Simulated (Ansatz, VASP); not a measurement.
## One calculation of Ti5C, two programs

The input INCAR:

```
SYSTEM = Ti5C
  PREC = Accurate
  ENCUT = 600
  EDIFF = 1E-6
  ISMEAR = 0
  SIGMA = 0.1
  LREAL = .FALSE.
  LASPH = .TRUE.
  NELM = 60
  ALGO = Normal
  ISIF = 3
  LWAVE = .FALSE.
  LCHARG = .FALSE.
  GGA = PE
  IBRION = 2
  NSW = 100
  EDIFFG = -0.01
```

Contents of KPOINTS:

```
regular mesh
0
G
  10 10 10
  0 0 0
```

The input POSCAR:

```
Ti5C
1.0
    0.0000000000      3.6221587793      3.6221587793
    3.6221587793      0.0000000000      3.6221587793
    3.6221587793      3.6221587793      0.0000000000
Ti C
5 1
Direct
    0.1222921477      0.1222921477      0.6331235569
    0.1222921477      0.6331235569      0.1222921477
    0.7500000000      0.7500000000      0.7500000000
    0.1222921477      0.1222921477      0.1222921477
    0.6331235569      0.1222921477      0.1222921477
    0.5000000000      0.5000000000      0.5000000000
```

Input for Ansatz:

```yaml
crystal:
  lattice:
    - [0.0, 3.6221587793, 3.6221587793]
    - [3.6221587793, 0.0, 3.6221587793]
    - [3.6221587793, 3.6221587793, 0.0]
  atoms:
    - { symbol: Ti, position: [0.1222921477, 0.1222921477, 0.6331235569] }
    - { symbol: Ti, position: [0.1222921477, 0.6331235569, 0.1222921477] }
    - { symbol: Ti, position: [0.75, 0.75, 0.75] }
    - { symbol: Ti, position: [0.1222921477, 0.1222921477, 0.1222921477] }
    - { symbol: Ti, position: [0.6331235569, 0.1222921477, 0.1222921477] }
    - { symbol: C, position: [0.5, 0.5, 0.5] }
basis:
  ecutwfc: 420
kpoints:
  mp_grid: { grid: [10, 10, 10] }
hamiltonian:
  xc: pbe
scf:
  occupations: { method: gaussian, width: 0.1 }
output:
  forces: true
  stress: true
  eigenvalues: true
  write_density: true
  write_potential: true
  elf: true
  volumetric_format: npy
relax:
  adjacent_minimum: "off"
  f_tol: 0.01
  max_steps: 80
  cell: { stress_tol: 0.05 }
```

Change from the starting cell: species swapped into the HfNi5 type (F-43m, No. 216).

Alike in both runs: task relaxation of cell and atoms; functional PBE; k mesh 10 × 10 × 10; occupations gaussian, width 0.1 eV; no spin polarisation.

|  | VASP | Ansatz |
| --- | --- | --- |
| version | VASP 6.6.1 | Ansatz 0.2.0 |
| potentials or method | VASP PAW PBE potentials, release 64 (Ti_sv, C), cutoff 600 eV | scalar-relativistic, plane waves, PAW |
| valence electrons in the cell | 64 | 64 |

|  | VASP | Ansatz | Ansatz less VASP |
| --- | --- | --- | --- |
| gap on the k mesh at the Fermi level, each at its own relaxed structure (eV) | none | none | - |
| relaxed volume (Å³/atom) | 15.92 | 15.96 | +0.039 |
| relaxed cell length with the largest relative difference (Å) | 5.131 | 5.135 | +0.0042 |

A gap of «none» marks a metal or a gap that the smearing closes.
